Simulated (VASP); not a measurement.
Here is a VASP 6.6.1 calculation.

File INCAR:

```
SYSTEM = SiC
PREC = Accurate
ENCUT = 600
EDIFF = 1E-8
ISMEAR = 0
SIGMA = 0.01
LREAL = .False.
LASPH = .True.
NELM = 60
ALGO = Normal
ISIF = 3
LWAVE = .False.
LCHARG = .False.
GGA = PS
IBRION = 6
NFREE = 2
POTIM = 0.015
NSW = 1
```

Contents of KPOINTS:

```
Automatic mesh
0
Gamma
  10 10 10
  0 0 0
```

The input POSCAR:

```
SiC
1.0
    0.0000000000      2.1484011783      2.1484011783
    2.1484011783      0.0000000000      2.1484011783
    2.1484011783      2.1484011783      0.0000000000
Si C
1 1
Direct
    0.0000000000      0.0000000000      0.0000000000
    0.7500000000      0.7500000000      0.7500000000
```

Potentials or basis: VASP PAW PBE potentials, release 64 (Si, C).

The run is started by

```console
$ cat potpaw_PBE.64/Si/POTCAR potpaw_PBE.64/C/POTCAR > POTCAR
$ mpirun -np 1 vasp_std > vasp.out
```

(1) Predict the elastic constants C11, C12, C44.

(2) What does it give for the Voigt bulk modulus?

(3) Predict the highest phonon frequency at Γ, LO-TO splitting left out.

Results:

(1) 417, 165, 260 GPa.

(2) 249 GPa.

(3) 825 cm⁻¹.

Caveat: the cell is under stress, which shifts elastic constants; the PAW data sets were made with another functional, which shifts forces and pressure a little.
